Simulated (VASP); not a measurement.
# Ge (P6_3/mmc) in VASP: a series of runs

The runs below take Ge through single point, with r2SCAN.

Everything below comes from runs of VASP 6.6.1. Logs are shortened: lines on timing, memory, paths and dates and some standing lists are left out, and cuts for length are marked.

### 1 The cell of the first run

It takes space group P6_3/mmc (No. 194, hexagonal). Conventional cell: a = 3.990 Å, b = 3.990 Å, c = 6.580 Å, α = 90.00°, β = 90.00°, γ = 120.00°. Ge (site symmetry 3m) has 4 Ge at 2.45 to 2.46 Å within 3.2 Å.

This isn't the form of Ge at room conditions, which is diamond.

### 2 Single point, r2SCAN

Input file POSCAR:

```
Ge
1.0
    3.9900000000      0.0000000000      0.0000000000
   -1.9950000000      3.4554413611      0.0000000000
    0.0000000000      0.0000000000      6.5800000000
Ge
4
Direct
    0.3333333333      0.6666666667      0.0000000000
    0.6666666667      0.3333333333      0.5000000000
    0.3333333333      0.6666666667      0.3740000000
    0.6666666667      0.3333333333      0.8740000000
```

Input file INCAR.step1:

```
SYSTEM = Ge
PREC = Accurate
ENCUT = 550
ISMEAR = 0
SIGMA = 0.1
LREAL = .FALSE.
LASPH = .TRUE.
NELM = 120
NBANDS = 36
GGA = PE
ALGO = Normal
EDIFF = 1E-5
LWAVE = .TRUE.
LCHARG = .FALSE.
GGA_COMPAT = .FALSE.
```

Input file INCAR.step2:

```
SYSTEM = Ge
PREC = Accurate
ENCUT = 550
EDIFF = 1E-6
ISMEAR = 0
SIGMA = 0.1
LREAL = .FALSE.
LASPH = .TRUE.
NELM = 120
ALGO = Normal
ISIF = 2
LWAVE = .FALSE.
LCHARG = .FALSE.
METAGGA = R2SCAN
LMIXTAU = .TRUE.
NBANDS = 36
ISTART = 1
GGA_COMPAT = .FALSE.
```

Input file KPOINTS:

```
Automatic mesh
0
G
  6 6 4
  0 0 0
```

Potentials or basis: VASP PAW PBE potentials, release 64 (Ge_d).

Started as:

```console
$ cat potpaw_PBE.64/Ge_d/POTCAR > POTCAR
$ cp INCAR.step1 INCAR
$ mpirun -np 1 vasp_std > vasp.out
$ cp INCAR.step2 INCAR
$ mpirun -np 1 vasp_std > vasp.out
```

OUTCAR:

```text
SYSTEM = Ge
   PREC = Accurate
   ENCUT = 550
   EDIFF = 1E-6
   ISMEAR = 0
   LREAL = .FALSE.
   LASPH = .TRUE.
   NELM = 120
   ISIF = 2
   METAGGA = R2SCAN
   ISTART = 1

 ion  position               nearest neighbor table
   1  0.333  0.667  0.000-   4 2.45   4 2.45   4 2.45   3 2.46
   2  0.667  0.333  0.500-   3 2.45   3 2.45   3 2.45   4 2.46
   3  0.333  0.667  0.374-   2 2.45   2 2.45   2 2.45   1 2.46
   4  0.667  0.333  0.874-   1 2.45   1 2.45   1 2.45   2 2.46

  LATTYP: Found a hexagonal cell.
 ALAT       =     3.9900000000
 C/A-ratio  =     1.6491228070

  Lattice vectors:

 A1 = (   3.9900000000,   0.0000000000,   0.0000000000)
 A2 = (  -1.9950000000,   3.4554413611,   0.0000000000)
 A3 = (   0.0000000000,   0.0000000000,   6.5800000000)

Analysis of symmetry for initial positions (statically):
=====================================================================
 Subroutine PRICEL returns:
 Original cell was already a primitive cell.

 Routine SETGRP: Setting up the symmetry group for a
 hexagonal supercell.

 Subroutine GETGRP returns: Found 24 space group operations
 (whereof  6 operations were pure point group operations)
 out of a pool of 24 trial point group operations.

The static configuration has the point symmetry C_3v.
 The point group associated with its full space group is D_6h.

Analysis of symmetry for dynamics (positions and initial velocities):
=====================================================================
 Subroutine PRICEL returns:
 Original cell was already a primitive cell.

 Routine SETGRP: Setting up the symmetry group for a
 hexagonal supercell.

 Subroutine GETGRP returns: Found 24 space group operations
 (whereof  6 operations were pure point group operations)
 out of a pool of 24 trial point group operations.

The dynamic configuration has the point symmetry C_3v.
 The point group associated with its full space group is D_6h.

 Subroutine INISYM returns: Found 24 space group operations
 (whereof  6 operations are pure point group operations),
 and found     1 'primitive' translations

----------------------------------------------------------------------------------------

                                     Primitive cell

  volume of cell :      90.7198

  direct lattice vectors                    reciprocal lattice vectors
     3.990000000  0.000000000  0.000000000     0.250626566  0.144699316  0.000000000
    -1.995000000  3.455441361  0.000000000     0.000000000  0.289398631  0.000000000
     0.000000000  0.000000000  6.580000000     0.000000000  0.000000000  0.151975684

  length of vectors
     3.990000000  3.990000000  6.580000000     0.289398631  0.289398631  0.151975684

  position of ions in fractional coordinates (direct lattice)
     0.333333333  0.666666667  0.000000000
     0.666666667  0.333333333  0.500000000
     0.333333333  0.666666667  0.374000000
     0.666666667  0.333333333  0.874000000

  ion indices of the primitive-cell ions
   primitive index   ion index
                 1           1
                 2           2
                 3           3
                 4           4

----------------------------------------------------------------------------------------

 KPOINTS: Automatic mesh

Automatic generation of k-mesh.
 Grid dimensions read from file:
 generate k-points for:    6    6    4

 Generating k-lattice:

  Cartesian coordinates                     Fractional coordinates (reciprocal lattice)
     0.041771094  0.024116553  0.000000000     0.166666667  0.000000000  0.000000000
     0.000000000  0.048233105  0.000000000     0.000000000  0.166666667  0.000000000
     0.000000000  0.000000000  0.037993921     0.000000000  0.000000000  0.250000000

  Length of vectors
     0.048233105  0.048233105  0.037993921

  Shift w.r.t. Gamma in fractional coordinates (k-lattice)
     0.000000000  0.000000000  0.000000000

 Subroutine IBZKPT returns following result:
 ===========================================

 Found     21 irreducible k-points:

 Following reciprocal coordinates:
            Coordinates               Weight
  0.000000  0.000000  0.000000      1.000000
  0.166667 -0.000000  0.000000      6.000000
  0.333333 -0.000000  0.000000      6.000000
  0.500000 -0.000000  0.000000      3.000000
  0.166667  0.166667  0.000000      6.000000
  0.333333  0.166667  0.000000     12.000000
[... 13 lines left out ...]
  0.333333  0.166667  0.500000     12.000000
  0.333333  0.333333  0.500000      2.000000
   k-points           NKPTS =     21   k-points in BZ     NKDIM =     21   number of bands    NBANDS=     36
   number of dos      NEDOS =    301   number of ions     NIONS =      4
   total plane-waves  NPLWV =  51200
   dimension x,y,z NGX =    32 NGY =   32 NGZ =   50
   dimension x,y,z NGXF=    64 NGYF=   64 NGZF=  100
   ions per type =               4
   NGX,Y,Z   is equivalent  to a cutoff of  13.33, 13.33, 12.63 a.u.
   NGXF,Y,Z  is equivalent  to a cutoff of  26.67, 26.67, 25.27 a.u.
 SYSTEM =  Ge
   PREC   = accura    normal or accurate (medium, high low for compatibility)
   ISTART =      1    job   : 0-new  1-cont  2-samecut
   ICHARG =      0    charge: 1-file 2-atom 10-const
   ISPIN  =      1    spin polarized calculation?
   LNONCOLLINEAR =      F non collinear calculations
   LSORBIT =      F    spin-orbit coupling
   LASPH  =      T    aspherical Exc in radial PAW
   ENCUT  =  550.0 eV  40.42 Ry    6.36 a.u.   7.63  7.63 12.58*2*pi/ulx,y,z
   NELM   =    120;   NELMIN=  2; NELMDL=  0     # of ELM steps
   EDIFF  = 0.1E-05   stopping-criterion for ELM
   LREAL  =      F    real-space projection
   EDIFFG = 0.1E-04   stopping-criterion for IOM
   NSW    =      0    number of steps for IOM
   IBRION =     -1    ionic relax: 0-MD 1-quasi-New 2-CG
   NFREE  =      0    steps in history (QN), initial steepest desc. (CG)
   ISIF   =      2    stress and relaxation
   ISYM   =      2    0-nonsym 1-usesym 2-fastsym
   POTIM  = 0.5000    time-step for ionic-motion
   TEBEG  =    0.0;   TEEND  =   0.0 temperature during run
   PSTRESS=    0.0 pullay stress
   NELECT =      56.0000    total number of electrons
   NUPDOWN=      -1.0000    fix difference up-down
   EMIN   =  10.00;   EMAX   =-10.00  energy-range for DOS
   EFERMI =   0.00;   METHOD = LEGACY
   ISMEAR =     0;   SIGMA  =   0.10  broadening in eV -4-tet -1-fermi 0-gaus
   EFERMI_NEDOS =   21; number of points for ismear=-14 and -15
   IALGO  =     38    algorithm
   IMIX   =      4    mixing-type and parameters
     AMIX     =   0.40;   BMIX     =  1.00
     AMIX_MAG =   1.60;   BMIX_MAG =  1.00
  volume/ion in A,a.u.               =      22.68       153.05
  Fermi-wavevector in a.u.,A,eV,Ry     =   1.393916  2.634120 26.436161  1.943003
  Thomas-Fermi vector in A             =   2.517516
   LORBIT       =      0    0 simple, 1 ext, 2 COOP (PROOUT), +10 PAW based schemes
   METAGGA = R2SCAN    functional components
   LHFCALC =     F    Hartree Fock is set to
   AEXX    =    0.0000 exact exchange contribution
   IVDW    =     0    specifies the selected vdW correction
   LEPSILON=     F    determine dielectric tensor
   LRPA    =     F    only Hartree local field effects (RPA)
 non-spin polarized calculation
 Gauss-broadening in eV      SIGMA  =   0.10
  energy-cutoff  :      550.00
  volume of cell :       90.72
 maximum number of plane-waves:      2702
 NGX is ok and might be reduce to    32
   NGX = 15   NGY = 15   NGZ = 25

 number of electron      55.9999987 magnetization

 Free energy of the ion-electron system (eV)
  ---------------------------------------------------
  ext. energy  EPLUGINS =         0.00000000
  ---------------------------------------------------
  free energy    TOTEN  =       -55.38103195 eV

  energy without entropy =      -55.38007705  energy(sigma->0) =      -55.38055450

 E-fermi :   5.0271     XC(G=0): -10.8026

 val. band max:        4.9698910095   @ k =   0.0000   0.0000   0.0000
 cond. band min:       5.0420628730   @ k =   0.0000   0.0000   0.0000
 fundamental gap:      0.0721718635
 Fermi energy:         5.0271147462

 k-point     1 :       0.0000    0.0000    0.0000
  band No.  band energies     occupation
      1     -20.7417      2.00000
      2     -20.7417      2.00000
      3     -20.7045      2.00000
      4     -20.7001      2.00000
      5     -20.7001      2.00000
      6     -20.6914      2.00000
[... 28 lines left out ...]
     35       9.6801      0.00000
     36      11.5532      0.00000

 k-point     2 :       0.1667   -0.0000    0.0000
  band No.  band energies     occupation
      1     -20.7561      2.00000
      2     -20.7464      2.00000
      3     -20.7183      2.00000
      4     -20.7086      2.00000
      5     -20.6993      2.00000
      6     -20.6740      2.00000
[... 28 lines left out ...]
     35      10.8685      0.00000
     36      11.0474      0.00000

 k-point     3 :       0.3333   -0.0000    0.0000
  band No.  band energies     occupation
      1     -20.7637      2.00000
      2     -20.7505      2.00000
      3     -20.7373      2.00000
      4     -20.7188      2.00000
      5     -20.6880      2.00000
      6     -20.6599      2.00000
[... 28 lines left out ...]
     35      12.1872      0.00000
     36      12.4363      0.00000
[... 625 lines left out ...]
 k-point    20 :       0.3333    0.1667    0.5000
  band No.  band energies     occupation
      1     -20.7489      2.00000
      2     -20.7489      2.00000
      3     -20.7357      2.00000
      4     -20.7357      2.00000
      5     -20.6719      2.00000
      6     -20.6719      2.00000
[... 28 lines left out ...]
     35      12.1722      0.00000
     36      12.1722      0.00000

 k-point    21 :       0.3333    0.3333    0.5000
  band No.  band energies     occupation
      1     -20.7571      2.00000
      2     -20.7571      2.00000
      3     -20.7361      2.00000
      4     -20.7361      2.00000
      5     -20.6658      2.00000
      6     -20.6658      2.00000
[... 28 lines left out ...]
     35      11.9828      0.00000
     36      11.9828      0.00000

------------------------ aborting loop because EDIFF is reached ----------------------------------------

  FORCE on cell =-STRESS in cart. coord.  units (eV):
  Direction    XX          YY          ZZ          XY          YZ          ZX
  --------------------------------------------------------------------------------------
  -------------------------------------------------------------------------------------
  Total        0.2893565      0.2893565      0.2727673      0.0000000     -0.0000000     -0.0000000
  in kB        5.1102426      5.1102426      4.8172649      0.0000000     -0.0000000     -0.0000000
  external PRESSURE =       5.0125834 kB  Pullay stress =       0.0000000 kB

 VOLUME and BASIS-vectors are now :
 -----------------------------------------------------------------------------
  energy-cutoff  :      550.00
  volume of cell :       90.72
      direct lattice vectors                 reciprocal lattice vectors
     3.990000000  0.000000000  0.000000000     0.250626566  0.144699316  0.000000000
    -1.995000000  3.455441361  0.000000000     0.000000000  0.289398631  0.000000000
     0.000000000  0.000000000  6.580000000     0.000000000  0.000000000  0.151975684

 POSITION                                       TOTAL-FORCE (eV/Angst)
 -----------------------------------------------------------------------------------
     -0.00000      2.30363      0.00000        -0.000000      0.000000     -0.020289
      1.99500      1.15181      3.29000         0.000000     -0.000000     -0.020289
     -0.00000      2.30363      2.46092        -0.000000      0.000000      0.020289
      1.99500      1.15181      5.75092         0.000000     -0.000000      0.020289
 -----------------------------------------------------------------------------------
    total drift:                               -0.000000      0.000000      0.001300

  FREE ENERGIE OF THE ION-ELECTRON SYSTEM (eV)
  ---------------------------------------------------
  free  energy   TOTEN  =       -55.3810319493 eV

  energy  without entropy=      -55.3800770503  energy(sigma->0) =      -55.38055450
```

Run time: 6.1 min. Hardware: 1 thread of Oxide Virtual Turin-like, shared host; peak memory 0.21 GiB.

Results:

* Free energy: -55.3810 eV
* Pressure: 0.5 GPa
* Largest force: 0.020 eV/Å
* Band gap on the k mesh: 0.07 eV

Forces in eV/Å, atoms in the order of the input:
```
Ge   0.000  0.000 -0.020
Ge   0.000  0.000 -0.020
Ge   0.000  0.000  0.020
Ge   0.000  0.000  0.020
```

Caveat: the PAW data sets were made with another functional, which shifts forces and pressure a little. A k mesh can miss the band edges.

### 3 Single point, r2SCAN

This run uses another cell than the first one, of 22.80 Å³/atom.

Input file POSCAR:

```
Ge
1.0
    3.9946661937      0.0000000000      0.0000000000
   -1.9973330968      3.4594824034      0.0000000000
    0.0000000000      0.0000000000      6.6002787421
Ge
4
Direct
    0.3333333333      0.6666666667     -0.0000320042
    0.6666666667      0.3333333333      0.4999679958
    0.3333333333      0.6666666667      0.3740320042
    0.6666666667      0.3333333333      0.8740320042
```

Input file INCAR.step1:

```
PREC = Accurate
ENCUT = 550
ISMEAR = 0
SIGMA = 0.01
LREAL = F
LASPH = T
NELM = 120
NBANDS = 36
GGA = PE
ALGO = Normal
EDIFF = 1E-5
LWAVE = T
LCHARG = F
GGA_COMPAT = F
```

Input file INCAR.step2:

```
PREC = Accurate
ENCUT = 550
EDIFF = 1E-6
ISMEAR = 0
SIGMA = 0.01
LREAL = F
LASPH = T
NELM = 120
ALGO = Normal
ISIF = 2
LWAVE = F
LCHARG = T
METAGGA = R2SCAN
LMIXTAU = T
LELF = T
LVHAR = T
NBANDS = 36
ISTART = 1
GGA_COMPAT = F
```

Input file KPOINTS:

```
regular mesh
0
Gamma
  12 12 6
```

Potentials or basis: VASP PAW PBE potentials, release 64 (Ge_d).

Started as:

```console
$ cat potpaw_PBE.64/Ge_d/POTCAR > POTCAR
$ cp INCAR.step1 INCAR
$ mpirun -np 1 vasp_std > vasp.out
$ cp INCAR.step2 INCAR
$ mpirun -np 1 vasp_std > vasp.out
```

OUTCAR:

```text
PREC = Accurate
   ENCUT = 550
   EDIFF = 1E-6
   ISMEAR = 0
   LREAL = F
   LASPH = T
   NELM = 120
   ISIF = 2
   METAGGA = R2SCAN
   ISTART = 1

 ion  position               nearest neighbor table
   1  0.333  0.667  1.000-   4 2.45   4 2.45   4 2.45   3 2.47
   2  0.667  0.333  0.500-   3 2.45   3 2.45   3 2.45   4 2.47
   3  0.333  0.667  0.374-   2 2.45   2 2.45   2 2.45   1 2.47
   4  0.667  0.333  0.874-   1 2.45   1 2.45   1 2.45   2 2.47

  LATTYP: Found a hexagonal cell.
 ALAT       =     3.9946661937
 C/A-ratio  =     1.6522729114

  Lattice vectors:

 A1 = (   3.9946661937,   0.0000000000,   0.0000000000)
 A2 = (  -1.9973330968,   3.4594824034,   0.0000000000)
 A3 = (   0.0000000000,   0.0000000000,   6.6002787421)

Analysis of symmetry for initial positions (statically):
=====================================================================
 Subroutine PRICEL returns:
 Original cell was already a primitive cell.

 Routine SETGRP: Setting up the symmetry group for a
 hexagonal supercell.

[... 170 lines left out ...]

  energy without entropy =      -55.41960315  energy(sigma->0) =      -55.41960315

 E-fermi :   4.9496     XC(G=0): -10.7766

 val. band max:        4.9108131587   @ k =   0.0000   0.0000   0.0000
 cond. band min:       4.9880238917   @ k =   0.0000   0.0000   0.0000
 fundamental gap:      0.0772107331
 Fermi energy:         4.9496323490

 k-point     1 :       0.0000    0.0000    0.0000
  band No.  band energies     occupation
      1     -20.7911      2.00000
      2     -20.7911      2.00000
      3     -20.7512      2.00000
      4     -20.7508      2.00000
      5     -20.7508      2.00000
      6     -20.7384      2.00000
[... 925 lines left out ...]
     35      12.3152      0.00000
     36      12.8815      0.00000

 [... further k-points ...]

------------------------ aborting loop because EDIFF is reached ----------------------------------------

  FORCE on cell =-STRESS in cart. coord.  units (eV):
  Direction    XX          YY          ZZ          XY          YZ          ZX
  --------------------------------------------------------------------------------------
  -------------------------------------------------------------------------------------
  Total        0.0658615      0.0658615      0.0810668      0.0000000     -0.0000000      0.0000000
  in kB        1.1568806      1.1568806      1.4239665      0.0000000     -0.0000000      0.0000000
  external PRESSURE =       1.2459092 kB  Pullay stress =       0.0000000 kB

 VOLUME and BASIS-vectors are now :
 -----------------------------------------------------------------------------
  energy-cutoff  :      550.00
  volume of cell :       91.21
      direct lattice vectors                 reciprocal lattice vectors
     3.994666194  0.000000000  0.000000000     0.250333808  0.144530291  0.000000000
    -1.997333097  3.459482403  0.000000000     0.000000000  0.289060583  0.000000000
     0.000000000  0.000000000  6.600278742     0.000000000  0.000000000  0.151508753

 POSITION                                       TOTAL-FORCE (eV/Angst)
 -----------------------------------------------------------------------------------
     -0.00000      2.30632      6.60007         0.000000     -0.000000      0.001776
      1.99733      1.15316      3.29993        -0.000000      0.000000      0.001776
     -0.00000      2.30632      2.46872         0.000000     -0.000000     -0.001776
      1.99733      1.15316      5.76885        -0.000000      0.000000     -0.001776
 -----------------------------------------------------------------------------------
    total drift:                                0.000000      0.000000      0.000649

  FREE ENERGIE OF THE ION-ELECTRON SYSTEM (eV)
  ---------------------------------------------------
  free  energy   TOTEN  =       -55.4196031541 eV

  energy  without entropy=      -55.4196031541  energy(sigma->0) =      -55.41960315
```

OSZICAR.step1:

```text
N       E                     dE             d eps       ncg     rms          rms(c)
DAV:   1     0.508088975036E+03    0.50809E+03   -0.28970E+04  6328   0.444E+03
DAV:   2     0.706179103147E+02   -0.43747E+03   -0.42576E+03  5472   0.839E+02
DAV:   3    -0.132486894714E+02   -0.83867E+02   -0.82766E+02  5896   0.212E+02
DAV:   4    -0.180407105840E+02   -0.47920E+01   -0.47710E+01  6512   0.587E+01
DAV:   5    -0.181385304272E+02   -0.97820E-01   -0.97780E-01  6100   0.937E+00    0.451E+00
DAV:   6    -0.180228617499E+02    0.11567E+00   -0.67019E-02  6060   0.201E+00    0.266E+00
DAV:   7    -0.179601273818E+02    0.62734E-01   -0.10381E-01  5996   0.224E+00    0.195E-01
DAV:   8    -0.179635960513E+02   -0.34687E-02   -0.12477E-02  6008   0.101E+00    0.873E-02
DAV:   9    -0.179644118165E+02   -0.81577E-03   -0.85066E-04  6048   0.129E-01    0.220E-02
DAV:  10    -0.179644589409E+02   -0.47124E-04   -0.71519E-05  5508   0.808E-02    0.781E-03
DAV:  11    -0.179644693392E+02   -0.10398E-04   -0.22145E-05  4636   0.246E-02    0.306E-03
DAV:  12    -0.179644702393E+02   -0.90004E-06   -0.20425E-06  3364   0.179E-02
   1 F= -.17964470E+02 E0= -.17964468E+02  d E =-.515622E-05
```

It took 21 min on 1 thread of Oxide Virtual Turin-like, shared host; peak memory 0.31 GiB.

What came out:

```yaml
Free_energy: -55.4196 eV
Pressure: 0.1 GPa
Band_gap_on_the_k_mesh: 0.08 eV
```

Levels at points of the mesh, in eV from the valence-band top:
```tsv
k point	band 24	band 25	band 26	band 27	band 28	band 29	band 30	band 31	band 32	band 33
(0.00, 0.00, 0.00)	-1.68	-1.68	-0.30	0.00	0.00	0.08	0.25	2.30	2.30	2.80
(0.50, 0.00, 0.00)	-7.10	-4.88	-3.34	-3.03	-1.65	0.63	1.82	3.71	3.83	4.46
(0.00, 0.00, 0.50)	-5.06	-1.02	-1.02	-1.02	-1.02	0.86	0.86	3.47	3.47	3.47
(0.50, 0.00, 0.50)	-8.27	-2.79	-2.79	-2.66	-2.66	0.62	0.62	2.26	2.26	6.36
```

Caveat: the PAW data sets were made with another functional, which shifts forces and pressure a little. A k mesh can miss the band edges.
